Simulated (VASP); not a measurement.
A run of VASP 6.6.1 is set up as follows.

File INCAR:

```
ALGO = Normal
EDIFF = 1E-6
EDIFFG = -0.04
ENCUT = 600
GGA = PE
IBRION = 2
ISIF = 3
ISMEAR = 0
LASPH = True
LCHARG = False
LREAL = False
LWAVE = False
NELM = 100
NSW = 90
PREC = Accurate
SIGMA = 0.1
```

Contents of KPOINTS:

```
k-points
0
Gamma
  6 6 4
```

POSCAR

```
Na3S2
1.0
    4.2291271816      0.0000000000      0.0000000000
   -2.1145635908      3.6625315751      0.0000000000
    0.0000000000      0.0000000000      6.5798349297
Na S
3 2
Direct
    0.0000000000      0.0000000000      0.0000000000
    0.3333333333      0.6666666667      0.6450000000
    0.6666666667      0.3333333333      0.3550000000
    0.3333333333      0.6666666667      0.2450000000
    0.6666666667      0.3333333333      0.7550000000
```

Potentials or basis: VASP PAW PBE potentials, release 64 (Na_pv, S).

Command:

```sh
$ cat potpaw_PBE.64/Na_pv/POTCAR potpaw_PBE.64/S/POTCAR > POTCAR
$ mpirun -np 1 vasp_std > vasp.out
```

(1) Predict the band gap on the k mesh.

(2) Estimate the space group after relaxing (to 0.1 Å).

(3) Estimate the relaxed volume.

(4) Estimate the relaxed cell.

## Answers

(1) zero (an odd number of electrons rules out a gap without spin polarisation).

(2) P-3m1 (No. 164).

(3) 23.21 Å³/atom.

(4) a = 4.732 Å, b = 4.732 Å, c = 5.983 Å, α = 90.00°, β = 90.00°, γ = 120.00°.
